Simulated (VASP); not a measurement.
# CsH (I4/mmm) in VASP: a series of runs, part 2 of 2

VASP 6.6.1. Earlier steps stand in the parts before.

**4. Single point, r2SCAN**

This run uses another cell than the first one, of the same volume but with other edges.

Contents of POSCAR:

```
CsH
1.0
    0.0000000000      3.0883090280      3.3971399308
    3.0883090280      0.0000000000      3.3971399308
    3.0883090280      3.0883090280      0.0000000000
Cs H
1 1
Direct
    0.0000000000      0.0000000000      0.0000000000
    0.5000000000      0.5000000000      0.5000000000
```

Contents of INCAR.step1:

```
SYSTEM = CsH
ALGO = Normal
EDIFF = 1E-4
ENCUT = 520
GGA = PE
ISMEAR = 0
LASPH = .True.
LCHARG = .False.
LREAL = .False.
LWAVE = .True.
NBANDS = 12
NELM = 80
PREC = Accurate
SIGMA = 0.05
```

Contents of INCAR.step2:

```
SYSTEM = CsH
ALGO = Normal
EDIFF = 1E-7
ENCUT = 520
ISIF = 2
ISMEAR = 0
ISTART = 1
LASPH = .True.
LCHARG = .False.
LMIXTAU = .True.
LREAL = .False.
LWAVE = .False.
METAGGA = R2SCAN
NBANDS = 12
NELM = 80
PREC = Accurate
SIGMA = 0.05
```

Contents of KPOINTS:

```
k-points
0
Gamma
  8 8 8
  0 0 0
```

Potentials or basis: VASP PAW PBE potentials, release 64 (Cs_sv, H).

The run is started by

```sh
cat potpaw_PBE.64/Cs_sv/POTCAR potpaw_PBE.64/H/POTCAR > POTCAR
cp INCAR.step1 INCAR
mpirun -np 1 vasp_std > vasp.out
cp INCAR.step2 INCAR
mpirun -np 1 vasp_std > vasp.out
```

OUTCAR:

```text
SYSTEM = CsH
   EDIFF = 1E-7
   ENCUT = 520
   ISIF = 2
   ISMEAR = 0
   ISTART = 1
   LASPH = .True.
   LREAL = .False.
   METAGGA = R2SCAN
   NELM = 80
   PREC = Accurate

 ion  position               nearest neighbor table
   1  0.000  0.000  0.000-
   2  0.500  0.500  0.500-

  LATTYP: Found a body centered tetragonal cell.
 ALAT       =     4.3675285122
 C/A-ratio  =     1.5556349186

  Lattice vectors:

 A1 = (  -3.0883090280,   0.0000000000,   3.3971399308)
 A2 = (   3.0883090280,   0.0000000000,   3.3971399308)
 A3 = (   0.0000000000,   3.0883090280,  -3.3971399308)

Analysis of symmetry for initial positions (statically):
=====================================================================
 Subroutine PRICEL returns:
 Original cell was already a primitive cell.

 Routine SETGRP: Setting up the symmetry group for a
 body centered tetragonal supercell.

 Subroutine GETGRP returns: Found 16 space group operations
 (whereof 16 operations were pure point group operations)
 out of a pool of 16 trial point group operations.

The static configuration has the point symmetry D_4h.

Analysis of symmetry for dynamics (positions and initial velocities):
[... 167 lines left out ...]
 k-point     1 :       0.0000    0.0000    0.0000
  band No.  band energies     occupation
      1     -22.1711      2.00000
      2      -8.3393      2.00000
      3      -8.2142      2.00000
      4      -8.2142      2.00000
      5      -1.7563      2.00000
      6       5.3081      0.00000
      7       5.6203      0.00000
      8       5.7775      0.00000
      9       5.7775      0.00000
     10       7.6432      0.00000
     11       8.0465      0.00000
     12       9.1788      0.00000
[... 331 lines left out ...]
 k-point    24 :       0.3750    0.0000    0.1250
  band No.  band energies     occupation
      1     -22.0996      2.00000
      2      -8.9043      2.00000
      3      -8.4468      2.00000
      4      -8.3169      2.00000
      5      -0.5569      2.00000
      6       3.3924      0.00000
      7       5.0002      0.00000
      8       5.5585      0.00000
      9       6.7548      0.00000
     10       7.7574      0.00000
     11       8.5741      0.00000
     12      11.5349      0.00000

 [... further k-points ...]
[... 5 lines left out ...]
  --------------------------------------------------------------------------------------
  -------------------------------------------------------------------------------------
  Total        0.3614524      0.3614524     -0.4143700      0.0000000      0.0000000      0.0000000
  in kB        8.9366903      8.9366903    -10.2450474      0.0000000      0.0000000      0.0000000
  external PRESSURE =       2.5427778 kB  Pullay stress =       0.0000000 kB

 VOLUME and BASIS-vectors are now :
 -----------------------------------------------------------------------------
  energy-cutoff  :      520.00
  volume of cell :       64.80
      direct lattice vectors                 reciprocal lattice vectors
     0.000000000  3.088309028  3.397139931    -0.161900896  0.161900896  0.147182633
     3.088309028  0.000000000  3.397139931     0.161900896 -0.161900896  0.147182633
     3.088309028  3.088309028  0.000000000     0.161900896  0.161900896 -0.147182633

 POSITION                                       TOTAL-FORCE (eV/Angst)
 -----------------------------------------------------------------------------------
      0.00000      0.00000      0.00000        -0.000000     -0.000000      0.000000
      3.08831      3.08831      3.39714         0.000000      0.000000     -0.000000
 -----------------------------------------------------------------------------------
    total drift:                               -0.000000      0.000000      0.000000

  FREE ENERGIE OF THE ION-ELECTRON SYSTEM (eV)
  ---------------------------------------------------
  free  energy   TOTEN  =       -28.9630535871 eV

  energy  without entropy=      -28.9630535871  energy(sigma->0) =      -28.96305359
```

It took 2.3 min on 1 thread of AMD EPYC 9R45 (Zen 5), shared host; peak memory 0.2 GiB.

What came out:

```
Free energy            : -28.9631 eV
Pressure               : 0.3 GPa
Band gap on the k mesh : 2.62 eV, direct
```

Stress tensor (GPa, compression positive):
```
 0.89  0.00  0.00
 0.00  0.89  0.00
 0.00  0.00 -1.02
```

Caveat: the PAW data sets were made with another functional, which shifts forces and pressure a little; spin-orbit coupling is left out, which moves the levels of the heavy elements. A k mesh can miss the band edges.

**5. Single point, r2SCAN**

This run uses another cell than the first one, of the same volume but with other edges.

Contents of POSCAR:

```
CsH
1.0
    0.0000000000      3.6802771664      2.3921801581
    3.6802771664      0.0000000000      2.3921801581
    3.6802771664      3.6802771664      0.0000000000
Cs H
1 1
Direct
    0.0000000000      0.0000000000      0.0000000000
    0.5000000000      0.5000000000      0.5000000000
```

Contents of INCAR.step1:

```
SYSTEM = CsH
  PREC = Accurate
  ENCUT = 520
  ISMEAR = 0
  SIGMA = 0.05
  LREAL = .FALSE.
  LASPH = .TRUE.
  NELM = 100
  NBANDS = 12
  GGA = PE
  ALGO = Normal
  EDIFF = 1E-4
  LWAVE = .TRUE.
  LCHARG = .FALSE.
```

Contents of INCAR.step2:

```
SYSTEM = CsH
  PREC = Accurate
  ENCUT = 520
  EDIFF = 1E-6
  ISMEAR = 0
  SIGMA = 0.05
  LREAL = .FALSE.
  LASPH = .TRUE.
  NELM = 100
  ALGO = Normal
  ISIF = 2
  LWAVE = .FALSE.
  LCHARG = .FALSE.
  METAGGA = R2SCAN
  LMIXTAU = .TRUE.
  NBANDS = 12
  ISTART = 1
```

Contents of KPOINTS:

```
Automatic mesh
0
G
  8 8 8
  0 0 0
```

The run is started by

```sh
cat potpaw_PBE.64/Cs_sv/POTCAR potpaw_PBE.64/H/POTCAR > POTCAR
cp INCAR.step1 INCAR
mpirun -np 1 vasp_std > vasp.out
cp INCAR.step2 INCAR
mpirun -np 1 vasp_std > vasp.out
```

Run time: 2.3 min. Hardware: 1 thread of AMD EPYC 9R45 (Zen 5), shared host; peak memory 0.21 GiB.

It converged, with:

```yaml
Free_energy: -27.9947 eV
Pressure: 6.3 GPa
Band_gap_on_the_k_mesh: 1.25 eV, direct
```

Stress tensor (GPa, compression positive):
```
-1.19  0.00  0.00
 0.00 -1.19  0.00
 0.00  0.00 21.17
```

Levels at points of the mesh, in eV from the valence-band top:
| k point | band 1 | band 2 | band 3 | band 4 | band 5 | band 6 | band 7 | band 8 | band 9 | band 10 |
| --- | --- | --- | --- | --- | --- | --- | --- | --- | --- | --- |
| (0.00, 0.00, 0.00) | -23.12 | -9.36 | -9.36 | -9.03 | -2.94 | 2.18 | 4.11 | 4.83 | 4.83 | 6.17 |
| (0.50, 0.00, 0.00) | -23.01 | -10.24 | -9.60 | -9.40 | 0.00 | 1.25 | 2.75 | 5.68 | 5.92 | 6.93 |
| (0.50, 0.50, 0.00) | -22.96 | -9.92 | -9.92 | -9.48 | -2.75 | 1.39 | 6.37 | 6.37 | 7.63 | 7.96 |
| (0.50, 0.00, 0.50) | -23.03 | -10.15 | -9.34 | -9.24 | -2.68 | 3.57 | 3.61 | 4.34 | 6.26 | 7.08 |

Caveat: the PAW data sets were made with another functional, which shifts forces and pressure a little; spin-orbit coupling is left out, which moves the levels of the heavy elements. A k mesh can miss the band edges.

**6. Overview**

| cell | gap on the mesh (eV) | pressure (GPa) |
| --- | --- | --- |
| a = 4.791, b = 4.791, c = 4.131 Å, angles 64.5, 64.5, 51.1°, 2 atoms | 2.37 | 1.5 |
| a = 4.454, b = 4.454, c = 4.636 Å, angles 58.6, 58.6, 62.7°, 2 atoms | 2.62 | 0.2 |
| a = 4.591, b = 4.591, c = 4.368 Å, angles 61.6, 61.6, 56.8°, 2 atoms | 2.62 | 0.3 |
| a = 4.389, b = 4.389, c = 5.205 Å, angles 53.6, 53.6, 72.7°, 2 atoms | 1.25 | 6.3 |

Alike in all rows: task single point; level r2SCAN; potentials or basis VASP PAW PBE potentials, release 64 (Cs_sv, H); no spin polarisation; k mesh 8 × 8 × 8; cutoff (eV) 520; smearing gaussian 0.05 eV.

Caveats: the PAW data sets were made with another functional, which shifts forces and pressure a little; spin-orbit coupling is left out, which moves the levels of the heavy elements.

Absolute energies hang on the potentials; compare differences alone.
